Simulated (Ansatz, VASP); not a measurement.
**Two plane-wave programs on LiH**

File POSCAR:

```
LiH
1.0
    0.0000000000      2.0985961725      2.0985961725
    2.0985961725      0.0000000000      2.0985961725
    2.0985961725      2.0985961725      0.0000000000
Li H
1 1
Direct
    0.0000000000      0.0000000000      0.0000000000
    0.5000000000      0.5000000000      0.5000000000
```

File INCAR.step1:

```
SYSTEM = LiH
PREC = Accurate
ENCUT = 520
ISMEAR = 0
SIGMA = 0.01
LREAL = .False.
LASPH = .True.
NELM = 80
NBANDS = 9
GGA = PE
ALGO = Normal
EDIFF = 1E-4
LWAVE = .True.
LCHARG = .False.
```

The input INCAR.step2:

```
SYSTEM = LiH
PREC = Accurate
ENCUT = 520
EDIFF = 1E-6
ISMEAR = 0
SIGMA = 0.01
LREAL = .False.
LASPH = .True.
NELM = 80
ALGO = Normal
ISIF = 2
LWAVE = .False.
LCHARG = .True.
METAGGA = R2SCAN
LMIXTAU = .True.
LELF = .True.
LVHAR = .True.
NBANDS = 9
ISTART = 1
```

File KPOINTS:

```
Automatic mesh
0
Gamma
  10 10 10
  0 0 0
```

Input for Ansatz:

```yaml
crystal:
  lattice:
    - [0.0, 2.0985961725, 2.0985961725]
    - [2.0985961725, 0.0, 2.0985961725]
    - [2.0985961725, 2.0985961725, 0.0]
  atoms:
    - { symbol: Li, position: [0.0, 0.0, 0.0] }
    - { symbol: H, position: [0.5, 0.5, 0.5] }
kpoints:
  mp_grid: { grid: [10, 10, 10] }
  band_path:
    path:
      - [0.0, 0.0, 0.0]
      - [0.5, 0.0, 0.5]
      - [0.625, 0.25, 0.625]
      - [0.375, 0.375, 0.75]
      - [0.5, 0.5, 0.5]
      - [0.5, 0.25, 0.75]
      - [0.0, 0.5, 0.5]
    npoints: 1
hamiltonian:
  xc: r2scan
scf:
  occupations: { method: fixed }
  n_extra_bands: 4
output:
  forces: true
  stress: true
  eigenvalues: true
```

Change from the starting cell: hydrostatic strain +5.0%.

Alike in both runs: task single point; functional r2SCAN; k mesh 10 × 10 × 10; no spin polarisation.

|  | VASP | Ansatz |
| --- | --- | --- |
| version | VASP 6.6.1 | Ansatz 0.2.0 |
| potentials or method | VASP PAW PBE potentials, release 64 (Li_sv, H) | plane waves, PAW |
| plane-wave cutoff (eV) | 520 | 500 |
| occupations | gaussian, width 0.01 eV | fixed |
| valence electrons in the cell | 4 | 4 |

```tsv
	VASP	Ansatz	Ansatz less VASP
gap on the k mesh at the Fermi level (eV)	3.65	3.70	+0.051
```

VASP's potentials were made for PBE, not for r2SCAN.

Noted on VASP's run: the cutoff is short for stress, so the pressure is rough.
